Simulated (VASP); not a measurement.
# Si (Fd-3m) in VASP: further runs, part 3 of 3

VASP 6.6.1.

**5. Single point, PBE**

INCAR reads:

```
  ALGO = Normal
  EDIFF = 1E-6
  ENCUT = 520
  GGA = PE
  ISIF = 2
  ISMEAR = 0
  LASPH = True
  LCHARG = False
  LREAL = False
  LWAVE = False
  NBANDS = 11
  NELM = 100
  PREC = Accurate
  SIGMA = 0.5
```

KPOINTS reads:

```
k-points
0
Gamma
  6 6 6
```

POSCAR reads:

```
Si
1.0
    0.0000000000      2.7221188962      2.7221188962
    2.7221188962      0.0000000000      2.7221188962
    2.7221188962      2.7221188962      0.0000000000
Si
2
Direct
    0.0000000000      0.0000000000      0.0000000000
    0.2500000000      0.2500000000      0.2500000000
```

Started as:

```bash
cat potpaw_PBE.64/Si/POTCAR > POTCAR
mpirun -np 1 vasp_std > vasp.out
```

It took 7.9 s on 1 thread of Intel Xeon Platinum 8259CL at 2.50GHz (Skylake/Cascade Lake), shared host; peak memory 0.15 GiB.

It converged, with:

| Item | Value |
| --- | --- |
| Free energy | -10.8279 eV |
| Pressure | 1.2 GPa |
| Band gap on the k mesh | 0.72 eV, indirect (least direct gap 2.56 eV) |

Levels at points of the mesh, in eV from the valence-band top:
```tsv
k point	band 1	band 2	band 3	band 4	band 5	band 6	band 7	band 8	band 9
(0.00, 0.00, 0.00)	-11.91	0.00	0.00	0.00	2.56	2.56	2.56	3.29	7.72
(0.50, 0.00, 0.00)	-9.59	-6.93	-1.19	-1.19	1.51	3.34	3.34	7.72	10.53
(0.50, 0.50, 0.00)	-7.79	-7.79	-2.83	-2.83	0.73	0.73	10.05	10.05	10.95
```

A k mesh can miss the band edges.

**6. Single point, PBE+D3(BJ)**

INCAR reads:

```
PREC = Accurate ; ENCUT = 520
EDIFF = 1E-7 ; ISMEAR = 0
SIGMA = 0.01 ; LREAL = F
LASPH = T ; NELM = 80
ALGO = Normal ; ISIF = 2
LWAVE = F ; LCHARG = T
GGA = PE ; IVDW = 12
LELF = T ; LVHAR = T
NBANDS = 11
```

KPOINTS reads:

```
regular mesh
0
Gamma
  6 6 6
```

POSCAR is that of step 5.

Potentials or basis: VASP PAW PBE potentials, release 64 (Si).

Started as:

```bash
cat potpaw_PBE.64/Si/POTCAR > POTCAR
mpirun -np 1 vasp_std > vasp.out
```

OUTCAR:

```text
PREC = Accurate
   ENCUT = 520
   EDIFF = 1E-7
   ISMEAR = 0
   LREAL = F
   LASPH = T
   NELM = 80
   ISIF = 2
   GGA = PE
   IVDW = 12
 IVDW          = 12

 ion  position               nearest neighbor table
   1  0.000  0.000  0.000-   2 2.36   2 2.36   2 2.36   2 2.36
   2  0.250  0.250  0.250-   1 2.36   1 2.36   1 2.36   1 2.36

  LATTYP: Found a face centered cubic cell.
 ALAT       =     5.4442377924

  Lattice vectors:

 A1 = (   0.0000000000,   2.7221188962,   2.7221188962)
 A2 = (   2.7221188962,   0.0000000000,   2.7221188962)
 A3 = (   2.7221188962,   2.7221188962,   0.0000000000)

Analysis of symmetry for initial positions (statically):
=====================================================================
 Subroutine PRICEL returns:
 Original cell was already a primitive cell.

 Routine SETGRP: Setting up the symmetry group for a
 face centered cubic supercell.

 Subroutine GETGRP returns: Found 48 space group operations
 (whereof 24 operations were pure point group operations)
 out of a pool of 48 trial point group operations.

The static configuration has the point symmetry T_d .
 The point group associated with its full space group is O_h .

Analysis of symmetry for dynamics (positions and initial velocities):
=====================================================================
 Subroutine PRICEL returns:
 Original cell was already a primitive cell.

 Routine SETGRP: Setting up the symmetry group for a
 face centered cubic supercell.

 Subroutine GETGRP returns: Found 48 space group operations
 (whereof 24 operations were pure point group operations)
 out of a pool of 48 trial point group operations.

The dynamic configuration has the point symmetry T_d .
 The point group associated with its full space group is O_h .

 Subroutine INISYM returns: Found 48 space group operations
 (whereof 24 operations are pure point group operations),
 and found     1 'primitive' translations

[... 111 lines left out ...]
   LHFCALC =     F    Hartree Fock is set to
   AEXX    =    0.0000 exact exchange contribution
   IVDW    =    12    specifies the selected vdW correction
   LEPSILON=     F    determine dielectric tensor
   LRPA    =     F    only Hartree local field effects (RPA)
 non-spin polarized calculation
 Gauss-broadening in eV      SIGMA  =   0.01
  energy-cutoff  :      520.00
  volume of cell :       40.34
 maximum number of plane-waves:      1106
 NGX is ok and might be reduce to    30
   NGX = 15   NGY = 15   NGZ = 15

 number of electron       8.0000001 magnetization

 Free energy of the ion-electron system (eV)
  ---------------------------------------------------
  ext. energy  EPLUGINS =         0.00000000
  ---------------------------------------------------
  free energy    TOTEN  =       -10.82403006 eV

  energy without entropy =      -10.82403006  energy(sigma->0) =      -10.82403006

 E-fermi :   5.8365     XC(G=0):  -9.3750

 val. band max:        5.7586296889   @ k =   0.0000   0.0000   0.0000
 cond. band min:       6.4809804310   @ k =   0.5000   0.5000   0.0000
 fundamental gap:      0.7223507421
 Fermi energy:         5.8364571240

 k-point     1 :       0.0000    0.0000    0.0000
  band No.  band energies     occupation
      1      -6.1491      2.00000
      2       5.7586      2.00000
      3       5.7586      2.00000
      4       5.7586      2.00000
      5       8.3179      0.00000
      6       8.3179      0.00000
      7       8.3179      0.00000
      8       9.0470      0.00000
      9      13.4708      0.00000
     10      13.4708      0.00000
     11      13.6887      0.00000
[... 197 lines left out ...]
 k-point    16 :      -0.3333    0.5000    0.1667
  band No.  band energies     occupation
      1      -1.9137      2.00000
      2      -1.9137      2.00000
      3       2.1443      2.00000
      4       2.1443      2.00000
      5       8.5065      0.00000
      6       8.5065      0.00000
      7      12.4944      0.00000
      8      12.4944      0.00000
      9      16.2880      0.00000
     10      16.2880      0.00000
     11      18.6567      0.00000

------------------------ aborting loop because EDIFF is reached ----------------------------------------

 Edisp (eV)   -0.62372

 E8    (eV) :    -0.2585

  FORCE on cell =-STRESS in cart. coord.  units (eV):
  Direction    XX          YY          ZZ          XY          YZ          ZX
  --------------------------------------------------------------------------------------
  -------------------------------------------------------------------------------------
  Total      -0.28405    -0.28405    -0.28405     0.00000     0.00000    -0.00000
  in kB     -11.28127   -11.28127   -11.28127     0.00000     0.00000    -0.00000
  external pressure =      -11.28 kB  Pullay stress =        0.00 kB

 VOLUME and BASIS-vectors are now :
 -----------------------------------------------------------------------------
  energy-cutoff  :      520.00
  volume of cell :       40.34
      direct lattice vectors                 reciprocal lattice vectors
     0.000000000  2.722118896  2.722118896    -0.183680441  0.183680441  0.183680441
     2.722118896  0.000000000  2.722118896     0.183680441 -0.183680441  0.183680441
     2.722118896  2.722118896  0.000000000     0.183680441  0.183680441 -0.183680441

 POSITION                                       TOTAL-FORCE (eV/Angst)
 -----------------------------------------------------------------------------------
      0.00000      0.00000      0.00000         0.000000      0.000000      0.000000
      1.36106      1.36106      1.36106        -0.000000     -0.000000     -0.000000
 -----------------------------------------------------------------------------------
    total drift:                               -0.000000     -0.000000     -0.000000

  FREE ENERGIE OF THE ION-ELECTRON SYSTEM (eV)
  ---------------------------------------------------
  free  energy   TOTEN  =       -11.4477488174 eV

  energy  without entropy=      -11.4477488174  energy(sigma->0) =      -11.44774882
```

OSZICAR:

```text
N       E                     dE             d eps       ncg     rms          rms(c)
DAV:   1     0.497940524711E+01    0.49794E+01   -0.32290E+03   352   0.561E+02
DAV:   2    -0.104305009195E+02   -0.15410E+02   -0.14608E+02   432   0.788E+01
DAV:   3    -0.109996646969E+02   -0.56916E+00   -0.56714E+00   464   0.127E+01
DAV:   4    -0.110037253876E+02   -0.40607E-02   -0.40601E-02   424   0.124E+00
DAV:   5    -0.110037635362E+02   -0.38149E-04   -0.38148E-04   440   0.116E-01    0.485E+00
DAV:   6    -0.108794911659E+02    0.12427E+00   -0.69801E-02   406   0.109E+00    0.296E+00
DAV:   7    -0.108224410107E+02    0.57050E-01   -0.13590E-01   394   0.164E+00    0.180E-01
DAV:   8    -0.108237840520E+02   -0.13430E-02   -0.60117E-03   403   0.418E-01    0.809E-02
DAV:   9    -0.108240033392E+02   -0.21929E-03   -0.20906E-04   439   0.882E-02    0.592E-02
DAV:  10    -0.108240291639E+02   -0.25825E-04   -0.22252E-05   411   0.272E-02    0.543E-03
DAV:  11    -0.108240298752E+02   -0.71122E-06   -0.21832E-06   444   0.769E-03    0.325E-03
DAV:  12    -0.108240300146E+02   -0.13947E-06   -0.45733E-07   394   0.421E-03    0.198E-03
DAV:  13    -0.108240300644E+02   -0.49725E-07   -0.43008E-09   254   0.456E-04
   1 F= -.11447749E+02 E0= -.11447749E+02  d E =-.387605E-30
```

stdout:

```text
POSCAR found type information on POSCAR Si
 POSCAR found :  1 types and       2 ions
 scaLAPACK will be used
 LDA part: xc-table for (Slater+PW92), standard interpolation
 POSCAR, INCAR and KPOINTS ok, starting setup
 FFT: planning ... GRIDC
 FFT: planning ... GRID_SOFT
 FFT: planning ... GRID
 WAVECAR not read
 entering main loop
```

It took 10 s on 1 thread of Intel Xeon Platinum 8259CL at 2.50GHz (Skylake/Cascade Lake), shared host; peak memory 0.16 GiB.

Results:

```yaml
Free_energy: -11.4477 eV
Pressure: -1.1 GPa
Band_gap_on_the_k_mesh: 0.72 eV, indirect (least direct gap 2.56 eV)
Dispersion_energy_per_atom: -0.312 eV
```

**7. The runs side by side**

| level | k mesh | smearing | gap on the mesh (eV) | pressure (GPa) |
| --- | --- | --- | --- | --- |
| PBE | 2 × 2 × 2 | gaussian 0.01 eV | 0.61 | 9.0 |
| PBE | 6 × 6 × 6 | gaussian 0.01 eV | 0.72 | 1.3 |
| PBE | 6 × 6 × 6 | gaussian 0.2 eV | 0.72 | 1.3 |
| PBE | 6 × 6 × 6 | gaussian 0.5 eV | 0.72 | 1.2 |
| PBE+D3(BJ) | 6 × 6 × 6 | gaussian 0.01 eV | 0.72 | -1.1 |

Alike in all rows: task single point; potentials or basis VASP PAW PBE potentials, release 64 (Si); no spin polarisation; cell as given; cutoff (eV) 520.

Caveats: some runs use coarse meshes.

Total energies depend on the potentials used, so only differences within one code and one set of settings carry meaning.
